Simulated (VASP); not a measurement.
# WS2 in VASP: further runs

The runs below take WS2 through single point, with PBE+D3(BJ).

All numbers are computed with VASP 6.6.1; they aren't measurements. Logs are shortened: lines on timing, memory, paths and dates and some standing lists are left out, and cuts for length are marked.

## 1. The cell of the first run

The cell holds a slab with vacuum, 6 atoms: a = 3.160 Å, b = 3.160 Å, c = 23.804 Å, α = 90.00°, β = 90.00°, γ = 120.00°.

## 2. Single point, PBE+D3(BJ)

The input, INCAR:

```
SYSTEM = WS2
PREC = Accurate ; ENCUT = 520
EDIFF = 1E-6 ; ISMEAR = 0
SIGMA = 0.05 ; LREAL = .False.
LASPH = .True. ; NELM = 100
ALGO = Normal ; ISIF = 2
LWAVE = .False. ; LCHARG = .False.
LDIPOL = .True. ; IDIPOL = 3
DIPOL = 0.5 0.5 0.391 ; GGA = PE
IVDW = 12 ; NBANDS = 35
```

The input, KPOINTS:

```
regular mesh
0
Gamma
  9 9 1
  0 0 0
```

The input, POSCAR:

```
WS2
1.0
    3.1595457497      0.0000000000      0.0000000000
   -1.5797728749      2.7362468836      0.0000000000
    0.0000000000      0.0000000000     23.8042575719
S W
4 2
Direct
    0.3333333333      0.6666666667      0.1890418126
    0.3333333333      0.6666666667      0.3214605103
    0.3333333333      1.1666666667      0.4596710800
    0.3333333333      1.1666666667      0.5920897776
    0.6666666667      0.3333333333      0.2552511581
    0.0000000000      1.5000000000      0.5258804254
```

Potentials or basis: VASP PAW PBE potentials, release 64 (S, W_sv).

Launch:

```bash
$ cat potpaw_PBE.64/S/POTCAR potpaw_PBE.64/W_sv/POTCAR > POTCAR
$ mpirun -np 1 vasp_std > vasp.out
```

OUTCAR:

```text
SYSTEM = WS2
   PREC = Accurate
   ENCUT = 520
   EDIFF = 1E-6
   ISMEAR = 0
   LREAL = .False.
   LASPH = .True.
   NELM = 100
   ISIF = 2
   GGA = PE
   IVDW = 12
 IVDW          = 12

 ion  position               nearest neighbor table
   1  0.333  0.667  0.189-   5 2.41   5 2.41   5 2.41
   2  0.333  0.667  0.321-   5 2.41   5 2.41   5 2.41
   3  0.333  0.167  0.460-   6 2.41   6 2.41   6 2.41
   4  0.333  0.167  0.592-   6 2.41   6 2.41   6 2.41
   5  0.667  0.333  0.255-   1 2.41   1 2.41   1 2.41   2 2.41   2 2.41   2 2.41
   6  0.000  0.500  0.526-   3 2.41   3 2.41   3 2.41   4 2.41   4 2.41   4 2.41

  LATTYP: Found a hexagonal cell.
 ALAT       =     3.1595457497
 C/A-ratio  =     7.5340759266

  Lattice vectors:

 A1 = (   3.1595457497,   0.0000000000,   0.0000000000)
 A2 = (  -1.5797728749,   2.7362468836,   0.0000000000)
 A3 = (   0.0000000000,   0.0000000000,  23.8042575719)

Analysis of symmetry for initial positions (statically):
=====================================================================
 Subroutine PRICEL returns:
 Original cell was already a primitive cell.

 Routine SETGRP: Setting up the symmetry group for a
 hexagonal supercell.

 Subroutine GETGRP returns: Found  4 space group operations
 (whereof  2 operations were pure point group operations)
 out of a pool of 24 trial point group operations.

The static configuration has the point symmetry C_1h.
 The point group associated with its full space group is C_2h.

Analysis of symmetry for dynamics (positions and initial velocities):
=====================================================================
 Subroutine PRICEL returns:
 Original cell was already a primitive cell.

 Routine SETGRP: Setting up the symmetry group for a
 hexagonal supercell.

 Subroutine GETGRP returns: Found  4 space group operations
 (whereof  2 operations were pure point group operations)
 out of a pool of 24 trial point group operations.

The dynamic configuration has the point symmetry C_1h.
 The point group associated with its full space group is C_2h.

 Subroutine INISYM returns: Found  4 space group operations
 (whereof  2 operations are pure point group operations),
 and found     1 'primitive' translations

----------------------------------------------------------------------------------------

                                     Primitive cell

  volume of cell :     205.7949

  direct lattice vectors                    reciprocal lattice vectors
     3.159545750  0.000000000  0.000000000     0.316501193  0.182732049  0.000000000
    -1.579772875  2.736246884  0.000000000     0.000000000  0.365464098  0.000000000
     0.000000000  0.000000000 23.804257572     0.000000000  0.000000000  0.042009292

  length of vectors
     3.159545750  3.159545750 23.804257572     0.365464098  0.365464098  0.042009292

  position of ions in fractional coordinates (direct lattice)
     0.333333333  0.666666667  0.189041813
     0.333333333  0.666666667  0.321460510
     0.333333333  0.166666667  0.459671080
     0.333333333  0.166666667  0.592089778
     0.666666667  0.333333333  0.255251158
     0.000000000  0.500000000  0.525880425

  ion indices of the primitive-cell ions
   primitive index   ion index
                 1           1
                 2           2
                 3           3
                 4           4
                 5           5
                 6           6

----------------------------------------------------------------------------------------

 KPOINTS: regular mesh

Automatic generation of k-mesh.
 Grid dimensions read from file:
 generate k-points for:    9    9    1

 Generating k-lattice:

  Cartesian coordinates                     Fractional coordinates (reciprocal lattice)
     0.035166799  0.020303561  0.000000000     0.111111111 -0.000000000  0.000000000
     0.000000000  0.040607122  0.000000000     0.000000000  0.111111111  0.000000000
     0.000000000  0.000000000  0.042009292     0.000000000  0.000000000  1.000000000

  Length of vectors
     0.040607122  0.040607122  0.042009292

  Shift w.r.t. Gamma in fractional coordinates (k-lattice)
     0.000000000  0.000000000  0.000000000

 Subroutine IBZKPT returns following result:
 ===========================================

 Found     25 irreducible k-points:

 Following reciprocal coordinates:
            Coordinates               Weight
  0.000000  0.000000  0.000000      1.000000
  0.111111 -0.000000  0.000000      2.000000
  0.000000  0.111111  0.000000      4.000000
  0.222222  0.000000  0.000000      2.000000
  0.000000  0.222222  0.000000      4.000000
  0.333333 -0.000000  0.000000      2.000000
[... 16 lines left out ...]
 -0.222222 -0.444444  0.000000      4.000000
  0.444444  0.333333  0.000000      4.000000
   k-points           NKPTS =     25   k-points in BZ     NKDIM =     25   number of bands    NBANDS=     35
   number of dos      NEDOS =    301   number of ions     NIONS =      6
   total plane-waves  NPLWV = 103680
   dimension x,y,z NGX =    24 NGY =   24 NGZ =  180
   dimension x,y,z NGXF=    48 NGYF=   48 NGZF=  360
   ions per type =               4   2
   NGX,Y,Z   is equivalent  to a cutoff of  12.63, 12.63, 12.57 a.u.
   NGXF,Y,Z  is equivalent  to a cutoff of  25.26, 25.26, 25.14 a.u.
 SYSTEM =  WS2
   PREC   = accura    normal or accurate (medium, high low for compatibility)
   ISTART =      0    job   : 0-new  1-cont  2-samecut
   ICHARG =      2    charge: 1-file 2-atom 10-const
   ISPIN  =      1    spin polarized calculation?
   LNONCOLLINEAR =      F non collinear calculations
   LSORBIT =      F    spin-orbit coupling
   LASPH  =      T    aspherical Exc in radial PAW
   ENCUT  =  520.0 eV  38.22 Ry    6.18 a.u.   5.87  5.87 44.26*2*pi/ulx,y,z
   NELM   =    100;   NELMIN=  2; NELMDL= -5     # of ELM steps
   EDIFF  = 0.1E-05   stopping-criterion for ELM
   LREAL  =      F    real-space projection
   EDIFFG = 0.1E-04   stopping-criterion for IOM
   NSW    =      0    number of steps for IOM
   IBRION =     -1    ionic relax: 0-MD 1-quasi-New 2-CG
   NFREE  =      0    steps in history (QN), initial steepest desc. (CG)
   ISIF   =      2    stress and relaxation
   ISYM   =      2    0-nonsym 1-usesym 2-fastsym
   POTIM  = 0.5000    time-step for ionic-motion
   TEBEG  =    0.0;   TEEND  =   0.0 temperature during run
   PSTRESS=    0.0 pullay stress
   NELECT =      52.0000    total number of electrons
   NUPDOWN=      -1.0000    fix difference up-down
   EMIN   =  10.00;   EMAX   =-10.00  energy-range for DOS
   EFERMI =   0.00;   METHOD = LEGACY
   ISMEAR =     0;   SIGMA  =   0.05  broadening in eV -4-tet -1-fermi 0-gaus
   EFERMI_NEDOS =   21; number of points for ismear=-14 and -15
   IALGO  =     38    algorithm
   IMIX   =      4    mixing-type and parameters
     AMIX     =   0.40;   BMIX     =  1.00
     AMIX_MAG =   1.60;   BMIX_MAG =  1.00
  volume/ion in A,a.u.               =      34.30       231.46
  Fermi-wavevector in a.u.,A,eV,Ry     =   1.034978  1.955825 14.574279  1.071179
  Thomas-Fermi vector in A             =   2.169299
   LORBIT       =      0    0 simple, 1 ext, 2 COOP (PROOUT), +10 PAW based schemes
   GGA     = PE    functional components
   LHFCALC =     F    Hartree Fock is set to
   AEXX    =    0.0000 exact exchange contribution
   IVDW    =    12    specifies the selected vdW correction
   LEPSILON=     F    determine dielectric tensor
   LRPA    =     F    only Hartree local field effects (RPA)
 non-spin polarized calculation
 Gauss-broadening in eV      SIGMA  =   0.05
  energy-cutoff  :      520.00
  volume of cell :      205.79
 maximum number of plane-waves:      5566
   NGX = 11   NGY = 11   NGZ = 89

 dipolmoment           0.000000      0.000000      0.000068 electrons x Angstroem

 number of electron      51.9999994 magnetization

 dipolmoment           0.000000      0.000000     -0.000005 electrons x Angstroem

 Free energy of the ion-electron system (eV)
  ---------------------------------------------------
  ext. energy  EPLUGINS =         0.00000000
  ---------------------------------------------------
  free energy    TOTEN  =       -47.30344496 eV

  energy without entropy =      -47.30344496  energy(sigma->0) =      -47.30344496

 E-fermi :   1.3657     XC(G=0):  -6.1421

 val. band max:        1.0445664626   @ k =   0.0000   0.0000   0.0000
 cond. band min:       2.7192150768   @ k =   0.2222   0.1111   0.0000
 fundamental gap:      1.6746486142
 Fermi energy:         1.3657111017

 k-point     1 :       0.0000    0.0000    0.0000
  band No.  band energies     occupation
      1     -73.1937      2.00000
      2     -73.1936      2.00000
      3     -37.4460      2.00000
      4     -37.4459      2.00000
      5     -37.2712      2.00000
      6     -37.2711      2.00000
[... 27 lines left out ...]
     34       3.9209      0.00000
     35       5.8677      0.00000

 k-point     2 :       0.1111   -0.0000    0.0000
  band No.  band energies     occupation
      1     -73.1915      2.00000
      2     -73.1915      2.00000
      3     -37.4383      2.00000
      4     -37.4382      2.00000
      5     -37.3139      2.00000
      6     -37.3139      2.00000
[... 27 lines left out ...]
     34       4.1401      0.00000
     35       6.2271      0.00000

 k-point     3 :       0.0000    0.1111    0.0000
  band No.  band energies     occupation
      1     -73.1915      2.00000
      2     -73.1915      2.00000
      3     -37.4383      2.00000
      4     -37.4382      2.00000
      5     -37.3139      2.00000
      6     -37.3138      2.00000
[... 27 lines left out ...]
     34       4.1087      0.00000
     35       6.2280      0.00000

 k-point     4 :       0.2222    0.0000    0.0000
  band No.  band energies     occupation
      1     -73.1860      2.00000
      2     -73.1860      2.00000
      3     -37.4209      2.00000
      4     -37.4209      2.00000
      5     -37.4186      2.00000
      6     -37.4186      2.00000
[... 27 lines left out ...]
     34       4.8457      0.00000
     35       6.9306      0.00000

 k-point     5 :       0.0000    0.2222    0.0000
  band No.  band energies     occupation
      1     -73.1860      2.00000
      2     -73.1860      2.00000
      3     -37.4208      2.00000
      4     -37.4207      2.00000
      5     -37.4187      2.00000
      6     -37.4187      2.00000
[... 638 lines left out ...]
 k-point    22 :       0.3333    0.2222    0.0000
  band No.  band energies     occupation
      1     -73.1739      2.00000
      2     -73.1739      2.00000
      3     -37.5742      2.00000
      4     -37.5742      2.00000
      5     -37.4394      2.00000
      6     -37.4394      2.00000
[... 27 lines left out ...]
     34       6.1326      0.00000
     35       6.7960      0.00000

 k-point    23 :      -0.2222   -0.4444    0.0000
  band No.  band energies     occupation
      1     -73.1739      2.00000
      2     -73.1739      2.00000
      3     -37.5741      2.00000
      4     -37.5741      2.00000
      5     -37.4395      2.00000
      6     -37.4395      2.00000
[... 27 lines left out ...]
     34       6.1091      0.00000
     35       7.0295      0.00000

 k-point    24 :       0.4444    0.3333    0.0000
  band No.  band energies     occupation
      1     -73.1739      2.00000
      2     -73.1739      2.00000
      3     -37.5742      2.00000
      4     -37.5741      2.00000
      5     -37.4395      2.00000
      6     -37.4394      2.00000
[... 27 lines left out ...]
     34       6.1544      0.00000
     35       7.0027      0.00000

 [... further k-points ...]

------------------------ aborting loop because EDIFF is reached ----------------------------------------

 vacuum level on the upper side and lower side of the slab       (xc-potential included)        -0.153        -0.155

 Edisp (eV)   -2.14243

 E8    (eV) :    -0.9302

  FORCE on cell =-STRESS in cart. coord.  units (eV):
  Direction    XX          YY          ZZ          XY          YZ          ZX
  --------------------------------------------------------------------------------------
  -------------------------------------------------------------------------------------
  Total      -0.23714    -0.18956    -0.52147    -0.04120     0.02267     0.03927
  in kB      -1.84621    -1.47582    -4.05981    -0.32077     0.17650     0.30571
  external pressure =       -2.46 kB  Pullay stress =        0.00 kB

 VOLUME and BASIS-vectors are now :
 -----------------------------------------------------------------------------
  energy-cutoff  :      520.00
  volume of cell :      205.79
      direct lattice vectors                 reciprocal lattice vectors
     3.159545750  0.000000000  0.000000000     0.316501193  0.182732049  0.000000000
    -1.579772875  2.736246884  0.000000000     0.000000000  0.365464098  0.000000000
     0.000000000  0.000000000 23.804257572     0.000000000  0.000000000  0.042009292

 POSITION                                       TOTAL-FORCE (eV/Angst)
 -----------------------------------------------------------------------------------
     -0.00000      1.82416      4.50000         0.002340      0.001351      0.005129
     -0.00000      1.82416      7.65213        -0.004368     -0.002522      0.023628
      0.78989      0.45604     10.94213         0.004368      0.002522     -0.023628
      0.78989      0.45604     14.09426        -0.002340     -0.001351     -0.005129
      1.57977      0.91208      6.07606        -0.007261     -0.004192      0.049025
     -0.78989      1.36812     12.51819         0.007261      0.004192     -0.049025
 -----------------------------------------------------------------------------------
    total drift:                                0.000000     -0.000000     -0.000431

  FREE ENERGIE OF THE ION-ELECTRON SYSTEM (eV)
  ---------------------------------------------------
  free  energy   TOTEN  =       -49.4458711690 eV

  energy  without entropy=      -49.4458711690  energy(sigma->0) =      -49.44587117

 vacuum level on the upper side and lower side of the slab         6.355         6.354
```

Wall time 3.5 min (1 thread of AMD EPYC 9R45 (Zen 5), shared host); peak memory 0.36 GiB.

What came out:

| Property | Result |
| --- | --- |
| Free energy | -49.4459 eV |
| Largest force | 0.050 eV/Å |
| Band gap on the k mesh | 1.67 eV, indirect (least direct gap 1.90 eV) |
| Dispersion energy per atom | -0.357 eV |

Forces on the atoms (eV/Å):
```
S    0.002  0.001  0.005
S   -0.004 -0.003  0.024
S    0.004  0.003 -0.024
S   -0.002 -0.001 -0.005
W   -0.007 -0.004  0.049
W    0.007  0.004 -0.049
```

Caveat: spin-orbit coupling is left out, which moves the levels of the heavy elements.

[end of part 1 of 2]
